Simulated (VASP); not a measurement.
# Cu in VASP: settings compared, part 2 of 2

VASP 6.6.1. Earlier steps stand in the parts before.

### Step 3. Single point, RPBE

The input, INCAR:

```
PREC = Accurate ; ENCUT = 520
EDIFF = 1E-7 ; ISMEAR = -1
SIGMA = 0.05 ; LREAL = F
LASPH = T ; NELM = 100
ALGO = Normal ; ISIF = 2
LWAVE = F ; LCHARG = F
LDIPOL = T ; IDIPOL = 3
DIPOL = 0.5 0.5 0.504 ; GGA = RP
NBANDS = 48
```

The input, KPOINTS:

```
Automatic mesh
0
Gamma
  10 10 1
```

The input, POSCAR:

```
Cu
1.0
    2.5561910140      0.0000000000      0.0000000000
    0.0000000000      2.5561910140      0.0000000000
    0.0000000000      0.0000000000     25.8450000000
Cu
7
Direct
    0.5000000000      0.5000000000      0.2901915264
    0.0000000000      0.0000000000      0.3601276843
    0.5000000000      0.5000000000      0.4300638421
    0.0000000000      0.0000000000      0.5027302529
    0.5000000000      0.5000000000      0.5752421381
    0.0000000000      0.0000000000      0.6478498315
    0.5000000000      0.5000000000      0.7183701534
```

Potentials or basis: VASP PAW PBE potentials, release 64 (Cu).

Launch:

```bash
cat potpaw_PBE.64/Cu/POTCAR > POTCAR
mpirun -np 1 vasp_std > vasp.out
```

OUTCAR:

```text
PREC = Accurate
   ENCUT = 520
   EDIFF = 1E-7
   ISMEAR = -1
   LREAL = F
   LASPH = T
   NELM = 100
   ISIF = 2
   GGA = RP

 ion  position               nearest neighbor table
   1  0.500  0.500  0.290-   2 2.56   2 2.56   2 2.56   2 2.56
   2  0.000  0.000  0.360-   3 2.56   3 2.56   3 2.56   3 2.56   1 2.56   1 2.56   1 2.56   1 2.56

   3  0.500  0.500  0.430-   2 2.56   2 2.56   2 2.56   2 2.56   4 2.61   4 2.61   4 2.61   4 2.61

   4  0.000  0.000  0.503-   5 2.60   5 2.60   5 2.60   5 2.60   3 2.61   3 2.61   3 2.61   3 2.61

   5  0.500  0.500  0.575-   4 2.60   4 2.60   4 2.60   4 2.60   6 2.61   6 2.61   6 2.61   6 2.61

   6  0.000  0.000  0.648-   7 2.57   7 2.57   7 2.57   7 2.57   5 2.61   5 2.61   5 2.61   5 2.61

   7  0.500  0.500  0.718-   6 2.57   6 2.57   6 2.57   6 2.57

  LATTYP: Found a simple tetragonal cell.
 ALAT       =     2.5561910140
 C/A-ratio  =    10.1107467550

  Lattice vectors:

 A1 = (   2.5561910140,   0.0000000000,   0.0000000000)
 A2 = (   0.0000000000,   2.5561910140,   0.0000000000)
 A3 = (   0.0000000000,   0.0000000000,  25.8450000000)

Analysis of symmetry for initial positions (statically):
=====================================================================
 Subroutine PRICEL returns:
 Original cell was already a primitive cell.

 Routine SETGRP: Setting up the symmetry group for a
 simple tetragonal supercell.

 Subroutine GETGRP returns: Found  8 space group operations
 (whereof  8 operations were pure point group operations)
 out of a pool of 16 trial point group operations.

The static configuration has the point symmetry C_4v.

Analysis of symmetry for dynamics (positions and initial velocities):
=====================================================================
 Subroutine PRICEL returns:
 Original cell was already a primitive cell.

 Routine SETGRP: Setting up the symmetry group for a
 simple tetragonal supercell.

 Subroutine GETGRP returns: Found  8 space group operations
 (whereof  8 operations were pure point group operations)
 out of a pool of 16 trial point group operations.

The dynamic configuration has the point symmetry C_4v.

 Subroutine INISYM returns: Found  8 space group operations
 (whereof  8 operations are pure point group operations),
 and found     1 'primitive' translations

----------------------------------------------------------------------------------------

                                     Primitive cell

  volume of cell :     168.8741

  direct lattice vectors                    reciprocal lattice vectors
     2.556191014  0.000000000  0.000000000     0.391207071  0.000000000  0.000000000
     0.000000000  2.556191014  0.000000000     0.000000000  0.391207071  0.000000000
     0.000000000  0.000000000 25.845000000     0.000000000  0.000000000  0.038692204

  length of vectors
     2.556191014  2.556191014 25.845000000     0.391207071  0.391207071  0.038692204

  position of ions in fractional coordinates (direct lattice)
     0.500000000  0.500000000  0.290191526
     0.000000000  0.000000000  0.360127684
     0.500000000  0.500000000  0.430063842
     0.000000000  0.000000000  0.502730253
     0.500000000  0.500000000  0.575242138
     0.000000000  0.000000000  0.647849831
     0.500000000  0.500000000  0.718370153
[... 61 lines left out ...]
   number of dos      NEDOS =    301   number of ions     NIONS =      7
   total plane-waves  NPLWV =  76800
   dimension x,y,z NGX =    20 NGY =   20 NGZ =  192
   dimension x,y,z NGXF=    40 NGYF=   40 NGZF=  384
   ions per type =               7
   NGX,Y,Z   is equivalent  to a cutoff of  13.01, 13.01, 12.35 a.u.
   NGXF,Y,Z  is equivalent  to a cutoff of  26.01, 26.01, 24.70 a.u.
 SYSTEM =  unknown system
   PREC   = accura    normal or accurate (medium, high low for compatibility)
   ISTART =      0    job   : 0-new  1-cont  2-samecut
   ICHARG =      2    charge: 1-file 2-atom 10-const
   ISPIN  =      1    spin polarized calculation?
   LNONCOLLINEAR =      F non collinear calculations
   LSORBIT =      F    spin-orbit coupling
   LASPH  =      T    aspherical Exc in radial PAW
   ENCUT  =  520.0 eV  38.22 Ry    6.18 a.u.   4.75  4.75 48.05*2*pi/ulx,y,z
   NELM   =    100;   NELMIN=  2; NELMDL= -5     # of ELM steps
   EDIFF  = 0.1E-06   stopping-criterion for ELM
   LREAL  =      F    real-space projection
   EDIFFG = 0.1E-05   stopping-criterion for IOM
   NSW    =      0    number of steps for IOM
   IBRION =     -1    ionic relax: 0-MD 1-quasi-New 2-CG
   NFREE  =      0    steps in history (QN), initial steepest desc. (CG)
   ISIF   =      2    stress and relaxation
   ISYM   =      2    0-nonsym 1-usesym 2-fastsym
   POTIM  = 0.5000    time-step for ionic-motion
   TEBEG  =    0.0;   TEEND  =   0.0 temperature during run
   PSTRESS=    0.0 pullay stress
   NELECT =      77.0000    total number of electrons
   NUPDOWN=      -1.0000    fix difference up-down
   EMIN   =  10.00;   EMAX   =-10.00  energy-range for DOS
   EFERMI =   0.00;   METHOD = LEGACY
   ISMEAR =    -1;   SIGMA  =   0.05  broadening in eV -4-tet -1-fermi 0-gaus
   EFERMI_NEDOS =   21; number of points for ismear=-14 and -15
   IALGO  =     38    algorithm
   IMIX   =      4    mixing-type and parameters
     AMIX     =   0.40;   BMIX     =  1.00
     AMIX_MAG =   1.60;   BMIX_MAG =  1.00
  volume/ion in A,a.u.               =      24.12       162.80
  Fermi-wavevector in a.u.,A,eV,Ry     =   1.260039  2.381129 21.601950  1.587699
  Thomas-Fermi vector in A             =   2.393569
   LORBIT       =      0    0 simple, 1 ext, 2 COOP (PROOUT), +10 PAW based schemes
   GGA     = RP    functional components
   LHFCALC =     F    Hartree Fock is set to
   AEXX    =    0.0000 exact exchange contribution
   IVDW    =     0    specifies the selected vdW correction
   LEPSILON=     F    determine dielectric tensor
   LRPA    =     F    only Hartree local field effects (RPA)
 non-spin polarized calculation
  energy-cutoff  :      520.00
  volume of cell :      168.87
 maximum number of plane-waves:      4571
 NGX is ok and might be reduce to    20

 dipolmoment           0.000000      0.000000      0.000105 electrons x Angstroem

 number of electron      76.9999889 magnetization

 dipolmoment           0.000000      0.000000     -0.000331 electrons x Angstroem

 Free energy of the ion-electron system (eV)
  ---------------------------------------------------
  ext. energy  EPLUGINS =         0.00000000
  ---------------------------------------------------
  free energy    TOTEN  =       -21.74828097 eV

  energy without entropy =      -21.72563853  energy(sigma->0) =      -21.73695975

 E-fermi :   1.5844     XC(G=0):  -6.9658

 val. band max:        1.5842664607   @ k =   0.5000   0.0000   0.0000
 cond. band min:       1.5941195505   @ k =   0.5000   0.1000   0.0000
 fundamental gap:      0.0098530898
 Fermi energy:         1.5844239480

 k-point     1 :       0.0000    0.0000    0.0000
  band No.  band energies     occupation
      1      -7.3114      2.00000
      2      -6.7677      2.00000
      3      -5.7809      2.00000
      4      -4.5859      2.00000
      5      -3.5290      2.00000
      6      -3.1237      2.00000
[... 1060 lines left out ...]
     47       9.1930      0.00000
     48       9.4708      0.00000

------------------------ aborting loop because EDIFF is reached ----------------------------------------

 vacuum level on the upper side and lower side of the slab       (xc-potential included)        -0.116        -0.105

  FORCE on cell =-STRESS in cart. coord.  units (eV):
  Direction    XX          YY          ZZ          XY          YZ          ZX
  --------------------------------------------------------------------------------------
  -------------------------------------------------------------------------------------
  Total        0.9768636      0.9768636      0.9379836      0.0000000      0.0000000      0.0000000
  in kB        9.2679001      9.2679001      8.8990302      0.0000000      0.0000000      0.0000000
  external PRESSURE =       9.1449435 kB  Pullay stress =       0.0000000 kB

 VOLUME and BASIS-vectors are now :
 -----------------------------------------------------------------------------
  energy-cutoff  :      520.00
  volume of cell :      168.87
      direct lattice vectors                 reciprocal lattice vectors
     2.556191014  0.000000000  0.000000000     0.391207071  0.000000000  0.000000000
     0.000000000  2.556191014  0.000000000     0.000000000  0.391207071  0.000000000
     0.000000000  0.000000000 25.845000000     0.000000000  0.000000000  0.038692204

 POSITION                                       TOTAL-FORCE (eV/Angst)
 -----------------------------------------------------------------------------------
      1.27810      1.27810      7.50000        -0.000000     -0.000000     -0.095695
      0.00000      0.00000      9.30750         0.000000      0.000000     -0.204036
      1.27810      1.27810     11.11500         0.000000      0.000000      0.259072
      0.00000      0.00000     12.99306        -0.000000      0.000000      0.000163
      1.27810      1.27810     14.86713        -0.000000      0.000000      0.003587
      0.00000      0.00000     16.74368        -0.000000      0.000000      0.008673
      1.27810      1.27810     18.56628        -0.000000      0.000000      0.028236
 -----------------------------------------------------------------------------------
    total drift:                               -0.000000     -0.000000      0.001109

  FREE ENERGIE OF THE ION-ELECTRON SYSTEM (eV)
  ---------------------------------------------------
  free  energy   TOTEN  =       -21.7482809677 eV

  energy  without entropy=      -21.7256385255  energy(sigma->0) =      -21.73695975

 vacuum level on the upper side and lower side of the slab         5.856         5.869
```

Run time: 3.2 min. Hardware: 1 thread of AMD EPYC 9R45 (Zen 5), shared host; peak memory 0.3 GiB.

Results:

```yaml
Free_energy: -21.7483 eV
Largest_force: 0.259 eV/Å
```

Forces on the atoms (eV/Å):
```
Cu   0.000  0.000 -0.096
Cu   0.000  0.000 -0.204
Cu   0.000  0.000  0.259
Cu   0.000  0.000  0.000
Cu   0.000  0.000  0.004
Cu   0.000  0.000  0.009
Cu   0.000  0.000  0.028
```

Caveat: the PAW data sets were made with another functional, which shifts forces and pressure a little.

### Step 4. Single point, revPBE

The input, INCAR:

```
ALGO = Normal ; DIPOL = 0.5 0.5 0.503
EDIFF = 1E-7 ; ENCUT = 520
GGA = RE ; IDIPOL = 3
ISIF = 2 ; ISMEAR = -1
LASPH = T ; LCHARG = F
LDIPOL = T ; LREAL = F
LWAVE = F ; NBANDS = 48
NELM = 100 ; PREC = Accurate
SIGMA = 0.05
```

The input, KPOINTS:

```
k-points
0
Gamma
  10 10 1
```

The input, POSCAR:

```
Cu
1.0
    2.5561910140      0.0000000000      0.0000000000
    0.0000000000      2.5561910140      0.0000000000
    0.0000000000      0.0000000000     25.8450000000
Cu
7
Direct
    0.5000000000      0.5000000000      0.2901915264
    0.0000000000      0.0000000000      0.3601276843
    0.5000000000      0.5000000000      0.4300638421
    0.0000000000      0.0000000000      0.5021676965
    0.5000000000      0.5000000000      0.5741475273
    0.0000000000      0.0000000000      0.6462484881
    0.5000000000      0.5000000000      0.7161977640
```

Launch:

```bash
cat potpaw_PBE.64/Cu/POTCAR > POTCAR
mpirun -np 1 vasp_std > vasp.out
```

Run time: 3.3 min. Hardware: 1 thread of AMD EPYC 9R45 (Zen 5), shared host; peak memory 0.3 GiB.

It converged, with:

- Free energy: -22.3914 eV
- Largest force: 0.208 eV/Å

Forces on the atoms (eV/Å):
```
Cu   0.000  0.000 -0.041
Cu   0.000  0.000 -0.205
Cu   0.000  0.000  0.208
Cu   0.000  0.000  0.001
Cu   0.000  0.000  0.002
Cu   0.000  0.000  0.005
Cu   0.000  0.000  0.029
```

Levels at points of the mesh, in eV from the Fermi level:
| k point | band 37 | band 38 | band 39 | band 40 | band 41 | band 42 |
| --- | --- | --- | --- | --- | --- | --- |
| (0.00, 0.00, 0.00) | -1.45 | -1.45 | -1.43 | -1.43 | -1.14 | 0.35 |
| (0.50, 0.00, 0.00) | -0.50 | -0.28 | -0.24 | -0.18 | 0.00 | 0.01 |
| (0.50, 0.50, 0.00) | 2.12 | 3.08 | 3.08 | 4.49 | 4.49 | 6.13 |

Caveat: the PAW data sets were made with another functional, which shifts forces and pressure a little.

### Step 5. Single point, BLYP

The input, INCAR:

```
SYSTEM = Cu
PREC = Accurate
ENCUT = 520
EDIFF = 1E-7
ISMEAR = -1
SIGMA = 0.05
LREAL = .FALSE.
LASPH = .TRUE.
NELM = 100
ALGO = Normal
ISIF = 2
LWAVE = .FALSE.
LCHARG = .FALSE.
LDIPOL = .TRUE.
IDIPOL = 3
DIPOL = 0.5 0.5 0.506
GGA = B5
ALDAX = 1.0
AGGAX = 1.0
AGGAC = 1.0
ALDAC = 0.0
NBANDS = 48
```

The input, KPOINTS:

```
Automatic mesh
0
G
  10 10 1
  0 0 0
```

The input, POSCAR:

```
Cu
1.0
    2.5561910140      0.0000000000      0.0000000000
    0.0000000000      2.5561910140      0.0000000000
    0.0000000000      0.0000000000     25.8450000000
Cu
7
Direct
    0.5000000000      0.5000000000      0.2901915264
    0.0000000000      0.0000000000      0.3601276843
    0.5000000000      0.5000000000      0.4300638421
    0.0000000000      0.0000000000      0.5045694646
    0.5000000000      0.5000000000      0.5786188128
    0.0000000000      0.0000000000      0.6526772017
    0.5000000000      0.5000000000      0.7244253929
```

Potentials or basis: VASP PAW PBE potentials, release 64 (Cu).

Launch:

```bash
cat potpaw_PBE.64/Cu/POTCAR > POTCAR
mpirun -np 1 vasp_std > vasp.out
```

OUTCAR:

```text
SYSTEM = Cu
   PREC = Accurate
   ENCUT = 520
   EDIFF = 1E-7
   ISMEAR = -1
   LREAL = .FALSE.
   LASPH = .TRUE.
   NELM = 100
   ISIF = 2
   GGA = B5

 ion  position               nearest neighbor table
   1  0.500  0.500  0.290-   2 2.56   2 2.56   2 2.56   2 2.56
   2  0.000  0.000  0.360-   3 2.56   3 2.56   3 2.56   3 2.56   1 2.56   1 2.56   1 2.56   1 2.56

   3  0.500  0.500  0.430-   2 2.56   2 2.56   2 2.56   2 2.56   4 2.64   4 2.64   4 2.64   4 2.64

   4  0.000  0.000  0.505-   5 2.63   5 2.63   5 2.63   5 2.63   3 2.64   3 2.64   3 2.64   3 2.64

   5  0.500  0.500  0.579-   4 2.63   4 2.63   4 2.63   4 2.63   6 2.63   6 2.63   6 2.63   6 2.63
[... 1286 lines left out ...]
  in kB       16.9898958     16.9898958     12.2874953      0.0000000      0.0000000      0.0000000
  external PRESSURE =      15.4224290 kB  Pullay stress =       0.0000000 kB

 VOLUME and BASIS-vectors are now :
 -----------------------------------------------------------------------------
  energy-cutoff  :      520.00
  volume of cell :      168.87
      direct lattice vectors                 reciprocal lattice vectors
     2.556191014  0.000000000  0.000000000     0.391207071  0.000000000  0.000000000
     0.000000000  2.556191014  0.000000000     0.000000000  0.391207071  0.000000000
     0.000000000  0.000000000 25.845000000     0.000000000  0.000000000  0.038692204

 POSITION                                       TOTAL-FORCE (eV/Angst)
 -----------------------------------------------------------------------------------
      1.27810      1.27810      7.50000         0.000000     -0.000000     -0.211941
      0.00000      0.00000      9.30750         0.000000      0.000000     -0.193297
      1.27810      1.27810     11.11500         0.000000      0.000000      0.385267
      0.00000      0.00000     13.04060         0.000000      0.000000     -0.002778
      1.27810      1.27810     14.95440         0.000000      0.000000      0.001708
      0.00000      0.00000     16.86844        -0.000000      0.000000     -0.007383
      1.27810      1.27810     18.72277         0.000000     -0.000000      0.028425
 -----------------------------------------------------------------------------------
    total drift:                               -0.000000     -0.000000     -0.001738

  FREE ENERGIE OF THE ION-ELECTRON SYSTEM (eV)
  ---------------------------------------------------
  free  energy   TOTEN  =       -20.0450570885 eV

  energy  without entropy=      -20.0267879760  energy(sigma->0) =      -20.03592253

 vacuum level on the upper side and lower side of the slab         6.109         6.134
```

OSZICAR:

```text
N       E                     dE             d eps       ncg     rms          rms(c)
DAV:   1     0.696920433231E+03    0.69692E+03   -0.33865E+04  2016   0.227E+03
DAV:   2     0.588640281824E+02   -0.63806E+03   -0.61792E+03  2016   0.437E+02
DAV:   3    -0.224171438318E+02   -0.81281E+02   -0.75487E+02  2112   0.208E+02
DAV:   4    -0.252542832580E+02   -0.28371E+01   -0.28195E+01  2312   0.523E+01
[... 25 lines left out ...]
DAV:  30    -0.200450561588E+02   -0.91393E-06   -0.14513E-07  1568   0.599E-03    0.551E-04
DAV:  31    -0.200450718794E+02   -0.15721E-04   -0.21493E-04  2000   0.390E-02    0.552E-04
DAV:  32    -0.200450567730E+02    0.15106E-04   -0.23688E-04  2000   0.413E-02    0.490E-04
DAV:  33    -0.200450570036E+02   -0.23069E-06   -0.32287E-07  1568   0.341E-03    0.396E-04
DAV:  34    -0.200450570885E+02   -0.84907E-07   -0.11380E-08  1320   0.185E-03
   1 F= -.20045057E+02 E0= -.20035923E+02  d E =-.182691E-01
```

Run time: 4.9 min. Hardware: 1 thread of AMD EPYC 9R45 (Zen 5), shared host; peak memory 0.3 GiB.

What came out:

| Property | Result |
| --- | --- |
| Free energy | -20.0451 eV |
| Largest force | 0.385 eV/Å |

Forces on the atoms (eV/Å):
```
Cu   0.000  0.000 -0.212
Cu   0.000  0.000 -0.193
Cu   0.000  0.000  0.385
Cu   0.000  0.000 -0.003
Cu   0.000  0.000  0.002
Cu   0.000  0.000 -0.007
Cu   0.000  0.000  0.028
```

Levels at points of the mesh, in eV from the Fermi level:
```csv
k point,band 37,band 38,band 39,band 40,band 41,band 42
"(0.00, 0.00, 0.00)",-1.57,-1.56,-1.56,-1.56,-1.27,0.23
"(0.50, 0.00, 0.00)",-0.43,-0.27,-0.25,-0.19,0.03,0.07
"(0.50, 0.50, 0.00)",2.28,3.14,3.14,4.52,4.52,6.08
```

Caveat: the PAW data sets were made with another functional, which shifts forces and pressure a little.

### Step 6. The runs side by side

| level | gap on the mesh (eV) | largest force (eV/Å) |
| --- | --- | --- |
| PBEsol | none | 0.44 |
| RPBE | none | 0.26 |
| revPBE | none | 0.21 |
| BLYP | none | 0.39 |

Some of these runs hold the atoms at other places in the same cell, which the table doesn't show; runs alike in all that it shows share one row.

Alike in all rows: task single point; potentials or basis VASP PAW PBE potentials, release 64 (Cu); no spin polarisation; cell as given; k mesh 10 × 10 × 1; cutoff (eV) 520; smearing fermi-dirac 0.05 eV.

Every run on the cell as given and a fine mesh finds a metal.

Caveats: the PAW data sets were made with another functional, which shifts forces and pressure a little.

Absolute energies hang on the potentials; compare differences alone.
